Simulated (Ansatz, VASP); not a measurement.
Two plane-wave programs on TaS2

File INCAR:

```
SYSTEM = TaS2
ALGO = Normal
EDIFF = 1E-6
ENCUT = 500
GGA = RE
GGA_COMPAT = .FALSE.
ISIF = 2
ISMEAR = 0
LASPH = .TRUE.
LCHARG = .TRUE.
LELF = .TRUE.
LREAL = .FALSE.
LVHAR = .TRUE.
LWAVE = .FALSE.
NBANDS = 18
NELM = 120
PREC = Accurate
SIGMA = 0.1
```

The input KPOINTS:

```
k-points
0
G
  6 6 4
  0 0 0
```

File POSCAR:

```
TaS2
1.0
    3.3828573416      0.0000000000      0.0000000000
   -1.6914286708      2.9296403952      0.0000000000
    0.0000000000      0.0000000000      6.1679785700
Ta S
1 2
Direct
    0.0000000000      0.0000000000      0.0000000000
    0.6666666667      0.3333333333      0.7542821200
    0.3333333333      0.6666666667      0.2457178800
```

Input for Ansatz:

```yaml
crystal:
  lattice:
    - [3.3828573416, 0.0, 0.0]
    - [-1.6914286708, 2.9296403952, 0.0]
    - [0.0, 0.0, 6.16797857]
  atoms:
    - { symbol: Ta, position: [0.0, 0.0, 0.0] }
    - { symbol: S, position: [0.6666666667, 0.3333333333, 0.75428212] }
    - { symbol: S, position: [0.3333333333, 0.6666666667, 0.24571788] }
basis:
  ecutwfc: 420
kpoints:
  mp_grid: { grid: [6, 6, 4] }
hamiltonian:
  xc: revpbe
scf:
  occupations: { method: gaussian, width: 0.1 }
  max_iter: 52
output:
  forces: true
  stress: true
  eigenvalues: true
```

Alike in both runs: task single point; functional revPBE; k mesh 6 × 6 × 4; occupations gaussian, width 0.1 eV; no spin polarisation.

|  | VASP | Ansatz |
| --- | --- | --- |
| version | VASP 6.6.1 | Ansatz 0.2.0 |
| potentials or method | VASP PAW PBE potentials, release 64 (Ta_pv, S), cutoff 500 eV | scalar-relativistic, plane waves, PAW |
| valence electrons in the cell | 23 | 25 |

|  | VASP | Ansatz | Ansatz less VASP |
| --- | --- | --- | --- |
| gap on the k mesh at the Fermi level (eV) | none | none | - |
| pressure (GPa) | 3.2 | 3.3 | +0.09 |
| traceless stress, the component that is largest in VASP (GPa) | 0.50 | 0.45 | -0.050 |
| rms of the force components (eV/Å) | 0.094 | 0.093 | -0.0006 |

VASP's potentials were made for PBE, not for revPBE. Atom by atom the forces differ by 0.001 eV/Å (rms over components). A gap of «none» marks a metal or a gap that the smearing closes. VASP's potentials hold 23 valence electrons a cell and Ansatz's 25, so a difference there can come from the potentials and not from the codes.

Spin-orbit coupling is off throughout.
